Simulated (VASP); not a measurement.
Input of a VASP 6.6.1 run:

Contents of POSCAR:

```
BN
1.0
    2.5539396017     -0.0255393960      0.0000000000
   -1.2990875666      2.2245462728      0.0000000000
    0.0000000000      0.0000000000      4.2268550000
B N
2 2
Direct
    0.6666666667      0.3333333333      0.9997240000
    0.3333333333      0.6666666667      0.4997240000
    0.6666666667      0.3333333333      0.6252760000
    0.3333333333      0.6666666667      0.1252760000
```

File INCAR.step1:

```
SYSTEM = BN
ALGO = Normal
EDIFF = 1E-4
ENCUT = 520
GGA = PE
ISMEAR = 0
LASPH = .TRUE.
LCHARG = .FALSE.
LREAL = .FALSE.
LWAVE = .TRUE.
NBANDS = 16
NELM = 60
PREC = Accurate
SIGMA = 0.05
```

The input INCAR.step2:

```
SYSTEM = BN
ALGO = Normal
EDIFF = 1E-6
ENCUT = 520
ISIF = 2
ISMEAR = 0
ISTART = 1
LASPH = .TRUE.
LCHARG = .TRUE.
LELF = .TRUE.
LMIXTAU = .TRUE.
LREAL = .FALSE.
LVHAR = .TRUE.
LWAVE = .FALSE.
METAGGA = R2SCAN
NBANDS = 16
NELM = 60
PREC = Accurate
SIGMA = 0.05
```

File KPOINTS:

```
k-points
0
G
  12 12 6
  0 0 0
```

Potentials or basis: VASP PAW PBE potentials, release 64 (B, N).

Launch:

```sh
$ cat potpaw_PBE.64/B/POTCAR potpaw_PBE.64/N/POTCAR > POTCAR
$ cp INCAR.step1 INCAR
$ mpirun -np 1 vasp_std > vasp.out
$ cp INCAR.step2 INCAR
$ mpirun -np 1 vasp_std > vasp.out
```

Task: Estimate the largest force.

Result: 0.079 eV/Å.

Task: What does it give for the pressure?

Result: -3.5 GPa.

Forces on the atoms (eV/Å):
```
B   -0.024 -0.008  0.017
B    0.024  0.008  0.017
N   -0.077 -0.008 -0.017
N    0.077  0.008 -0.017
```

Caveat: the cell differs from its parent crystal (strain -0.0200 x Voigt [0, 0, 0, 0, 0, 1]); the cell stands under tension; the PAW data sets were made with another functional, which shifts forces and pressure a little.
